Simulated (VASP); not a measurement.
A run of VASP 6.6.1:

Contents of INCAR:

```
SYSTEM = Li
PREC     = Accurate       ! precision mode
ENCUT    = 520            ! plane-wave cutoff, eV
EDIFF    = 1E-6           ! SCF threshold, eV
ISMEAR   = 0              ! smearing method
SIGMA    = 0.1            ! smearing width, eV
LREAL    = .False.        ! projectors in reciprocal space
LASPH    = .True.         ! aspherical terms in the spheres
NELM     = 100            ! most SCF steps
ALGO     = Normal         ! electronic algorithm
ISIF     = 2              ! what is computed and relaxed
LWAVE    = .False.        ! write WAVECAR
LCHARG   = .True.         ! write CHGCAR
GGA      = PE             ! functional
LELF     = .True.         ! ELF
LVHAR    = .True.       
NBANDS   = 18             ! bands
```

The input KPOINTS:

```
regular mesh
0
Gamma
  6 6 4
  0 0 0
```

The input POSCAR:

```
Li
1.0
    4.9567143293      0.0000000000      0.0000000000
   -2.4783571647      4.2926405285      0.0000000000
    0.0000000000      0.0000000000      5.7292199406
Li
6
Direct
    0.0000000000      0.0000000000      0.5000000000
    0.6666666667      0.3333333333      0.7497469615
    0.0000000000      0.0000000000      0.0000000000
    0.6666666667      0.3333333333      0.2502530385
    0.3333333333      0.6666666667      0.2502530385
    0.3333333333      0.6666666667      0.7497469615
```

Potentials or basis: VASP PAW PBE potentials, release 64 (Li_sv).

The run is started by

```console
$ cat potpaw_PBE.64/Li_sv/POTCAR > POTCAR
$ mpirun -np 1 vasp_std > vasp.out
```

Hardware: 1 thread of Intel(R) Xeon(R) Platinum 8488C (Sapphire Rapids), with other jobs on the host.

Estimate the wall time of this run.

Wall time 42 s on 1 thread of Intel(R) Xeon(R) Platinum 8488C (Sapphire Rapids) (shared host), peak memory 0.24 GiB. Counts: scf iterations 11, k points 21.
